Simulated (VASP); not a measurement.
Here is a VASP 6.6.1 calculation.

INCAR

```
SYSTEM = SiGeW3
PREC = Accurate
ENCUT = 620
EDIFF = 1E-7
ISMEAR = 0
SIGMA = 0.1
LREAL = .FALSE.
LASPH = .TRUE.
NELM = 300
ALGO = All
ISIF = 3
LWAVE = .FALSE.
LCHARG = .FALSE.
GGA = PE
IBRION = 2
NSW = 90
EDIFFG = -0.04
GGA_COMPAT = .FALSE.
NELMIN = 4
ISEARCH = 1
KPAR = 4
```

KPOINTS

```
Automatic mesh
0
G
  4 4 4
  0 0 0
```

POSCAR

```
SiGeW3
1.0
    4.2041349700      0.0000000000      0.0000000000
    0.0000000000      4.2041349700      0.0000000000
    0.0000000000      0.0000000000      5.7819651700
Si Ge W
1 1 3
Direct
    0.5000000000      0.5000000000      0.0000000000
    0.0000000000      0.0000000000      0.5000000000
    0.0000000000      0.0000000000      0.8081427500
    0.0000000000      0.0000000000      0.1918572500
    0.5000000000      0.5000000000      0.5000000000
```

Potentials or basis: VASP PAW PBE potentials, release 64 (Si, Ge_d, W_sv).

Launch:

```console
$ cat potpaw_PBE.64/Si/POTCAR potpaw_PBE.64/Ge_d/POTCAR potpaw_PBE.64/W_sv/POTCAR > POTCAR
$ mpirun -np 4 vasp_std > vasp.out
```

Task: What does it give for the space group after relaxing (to 0.1 Å)?

Result: P4/mmm (No. 123).

Task: Estimate the relaxed cell.

Result: a = 3.367 Å, b = 3.367 Å, c = 7.596 Å, α = 90.00°, β = 90.00°, γ = 90.00°.

Task: Estimate the relaxed volume.

Result: 17.23 Å³/atom.

Final structure:
```yaml
crystal:
  lattice:
    - [3.36741, 0.00000, 0.00000]
    - [0.00000, 3.36741, 0.00000]
    - [0.00000, 0.00000, 7.59556]
  atoms:
    - { symbol: Si, position: [0.50000, 0.50000, 0.00000] }
    - { symbol: Ge, position: [0.00000, 0.00000, 0.50000] }
    - { symbol: W, position: [0.00000, 0.00000, 0.16367] }
    - { symbol: W, position: [0.00000, 0.00000, 0.83633] }
    - { symbol: W, position: [0.50000, 0.50000, 0.50000] }
```

Caveat: the k points lie up to 0.47 Å⁻¹ apart in the final cell, too coarse for converged energies and pressures of a metal; the volume moved by over 15 % at a fixed basis, so the end points are rough.
